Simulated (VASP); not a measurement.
**Pd: single point with LDA**

Pd:

```xyz
1
Lattice="0.0000 1.9203 1.9203 1.9203 0.0000 1.9203 1.9203 1.9203 0.0000" Properties=species:S:1:pos:R:3 pbc="T T T"
Pd    0.0000    0.0000    0.0000
```

| Item | Value |
| --- | --- |
| Program | VASP 6.6.1 |
| Task | single point |
| Functional | LDA |
| Potentials or basis | VASP PAW LDA potentials, release 64 (Pd) |
| Cutoff | 520 eV |
| k mesh | 14 × 14 × 14 |
| Occupations | fermi-dirac, width 0.05 eV |
| Spin | collinear spin, ferromagnetic start |
| Starting moments | [0.5] μB |
| Dipole correction | no |
| Further INCAR settings | ALGO = Normal; EDIFF = 1e-07; NBANDS = 15 |

The pressure is 0.3 GPa. The band gap on the k mesh is zero (filled and empty bands overlap). The net moment is 0.00 μB per cell and the valence electrons inside the program's atomic spheres are Pd 9.53.

Levels at points of the mesh, in eV from the Fermi level:
Spin up:
```csv
k point,band 2,band 3,band 4,band 5,band 6,band 7,band 8,band 9
"(0.00, 0.00, 0.00)",-3.06,-3.06,-3.06,-1.30,-1.30,17.14,22.10,22.10
"(0.50, 0.00, 0.00)",-3.11,-3.11,-0.01,-0.01,0.86,7.59,16.53,21.32
"(0.50, 0.50, 0.00)",-5.49,-0.03,0.32,0.32,3.25,11.15,13.29,13.29
```
Spin down:
| k point | band 2 | band 3 | band 4 | band 5 | band 6 | band 7 | band 8 | band 9 |
| --- | --- | --- | --- | --- | --- | --- | --- | --- |
| (0.00, 0.00, 0.00) | -3.06 | -3.06 | -3.06 | -1.30 | -1.30 | 17.14 | 22.10 | 22.10 |
| (0.50, 0.00, 0.00) | -3.11 | -3.11 | -0.01 | -0.01 | 0.86 | 7.59 | 16.53 | 21.32 |
| (0.50, 0.50, 0.00) | -5.49 | -0.03 | 0.32 | 0.32 | 3.25 | 11.15 | 13.29 | 13.29 |

Wall time 37 s on 1 thread of Intel(R) Xeon(R) Platinum 8375C CPU @ 2.90GHz (Ice Lake) (shared host), peak memory 0.14 GiB.
